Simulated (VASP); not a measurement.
Here is a VASP 6.6.1 calculation.

File INCAR:

```
PREC     = Accurate       # precision mode
ENCUT    = 520            # plane-wave cutoff, eV
EDIFF    = 1E-6           # SCF threshold, eV
ISMEAR   = 0              # smearing method
SIGMA    = 0.15           # smearing width, eV
LREAL    = False          # projectors in reciprocal space
LASPH    = True           # aspherical terms in the spheres
NELM     = 80             # most SCF steps
ALGO     = Fast           # electronic algorithm
ISIF     = 2              # what is computed and relaxed
LWAVE    = False          # write WAVECAR
LCHARG   = True           # write CHGCAR
GGA      = PE             # functional
LELF     = True           # ELF
LVHAR    = True         
NBANDS   = 12             # bands
```

Contents of KPOINTS:

```
regular mesh
0
Gamma
  20 20 20
```

POSCAR

```
Ta
1.0
   -1.7608351084      1.7608351084      1.5623889917
    1.7608351084     -1.7608351084      1.5623889917
    1.7608351084      1.7608351084     -1.5623889917
Ta
1
Direct
    0.0000000000      0.0000000000      0.0000000000
```

Potentials or basis: VASP PAW PBE potentials, release 64 (Ta_pv).

Launch:

```console
$ cat potpaw_PBE.64/Ta_pv/POTCAR > POTCAR
$ mpirun -np 1 vasp_std > vasp.out
```

Q: Predict the pressure.

A: -8.9 GPa.

Stress tensor (GPa, compression positive):
```
-10.84   0.00   0.00
  0.00 -10.84   0.00
  0.00   0.00  -5.13
```
